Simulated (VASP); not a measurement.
Crystal: LiCl.

```
Li Cl
1.0
     0.00000    2.55603    2.55603
     2.55603    0.00000    2.55603
     2.55603    2.55603    0.00000
Li Cl
1 1
Direct
  0.00000 0.00000 0.00000
  0.50000 0.50000 0.50000
```

Base run:

- Program: VASP 6.6.1
- Functional: PBE
- Potentials or basis: VASP PAW PBE potentials, release 64 (Li_sv, Cl)
- Cutoff: 520 eV
- k mesh: 8 × 8 × 8
- Occupations: gaussian, width 0.01 eV
- Spin: no spin polarisation

Its results: band gap on the k mesh 6.40 eV, direct.

The run is repeated on the same cell with these changes: functional from PBE to PBE0; k mesh from 8 × 8 × 8 to 6 × 6 × 6. What comes out?

Band gap on the k mesh 8.52 eV, direct.

Several settings changed at once, so the effect can't be laid on one alone.

A k mesh can miss the band edges.
